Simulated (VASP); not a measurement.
**SrTi2O4: single point with PBE**

The system is SrTi2O4.

```
CELL_PARAMETERS angstrom
1.53565 -4.80935 0.00000
1.53565 4.80935 0.00000
0.00000 0.00000 9.97250
ATOMIC_POSITIONS crystal
Sr 0.38244 0.61756 0.75000
Sr 0.61756 0.38244 0.25000
Ti 0.87568 0.12432 0.43759
Ti 0.87568 0.12432 0.06241
Ti 0.12432 0.87568 0.93759
Ti 0.12432 0.87568 0.56241
O 0.92410 0.07590 0.25000
O 0.23687 0.76313 0.39673
O 0.23687 0.76313 0.10327
O 0.07590 0.92410 0.75000
O 0.76313 0.23687 0.89673
O 0.76313 0.23687 0.60327
O 0.50000 0.50000 0.50000
O 0.50000 0.50000 0.00000
```

| Quantity | Value |
| --- | --- |
| Program | VASP 6.6.1 |
| Task | single point |
| Functional | PBE |
| Potentials or basis | VASP PAW PBE potentials, release 64 (Sr_sv, Ti_sv, O) |
| Cutoff | 520 eV |
| k mesh | 10 × 10 × 4 |
| Occupations | gaussian, width 0.1 eV |
| Spin | no spin polarisation |

```
Pressure               : 20.7 GPa
Largest force          : 0.039 eV/Å
Band gap on the k mesh : zero (bands 58 and 59 overlap by 0.28 eV)
```

Forces in eV/Å, atoms in the order of the input:
```
Sr   0.000 -0.006  0.000
Sr   0.000  0.006  0.000
Ti   0.000  0.002 -0.017
Ti   0.000  0.002  0.017
Ti   0.000 -0.002 -0.017
Ti   0.000 -0.002  0.017
O    0.000  0.039  0.000
O    0.000 -0.037  0.008
O    0.000 -0.037 -0.008
O    0.000 -0.039  0.000
O    0.000  0.037  0.008
O    0.000  0.037 -0.008
O    0.000  0.000  0.000
O    0.000  0.000  0.000
```

Levels at points of the mesh, in eV from the Fermi level:
```
           k point  band 54  band 55  band 56  band 57  band 58  band 59  band 60  band 61  band 62  band 63
(0.00, 0.00, 0.00)    -4.05    -3.70    -3.58    -1.29    -1.18     0.29     0.48     0.79     0.86     1.03
(0.50, 0.00, 0.00)    -4.49    -4.44    -4.11    -0.69    -0.03     0.36     0.57     0.57     0.84     0.91
(0.50, 0.50, 0.00)    -4.27    -4.01    -3.56    -1.97    -1.56     0.54     0.61     0.63     0.66     0.81
(0.00, 0.00, 0.50)    -4.05    -3.95    -3.95    -1.24    -1.24     0.49     0.49     0.64     0.64     0.99
(0.50, 0.00, 0.50)    -4.41    -4.26    -4.26    -0.37    -0.37     0.25     0.25     0.60     0.60     1.31
(0.50, 0.50, 0.50)    -4.31    -3.74    -3.74    -1.78    -1.78     0.55     0.55     0.56     0.56     1.06
```

Wall time 21 min on 1 thread of Intel(R) Xeon(R) 6975P-C (Granite Rapids) (shared host), peak memory 0.86 GiB.

Caveat: the cell stands under pressure; semilocal functionals often make such compounds metallic where correlation or magnetic order opens a gap, which also shifts bond lengths.
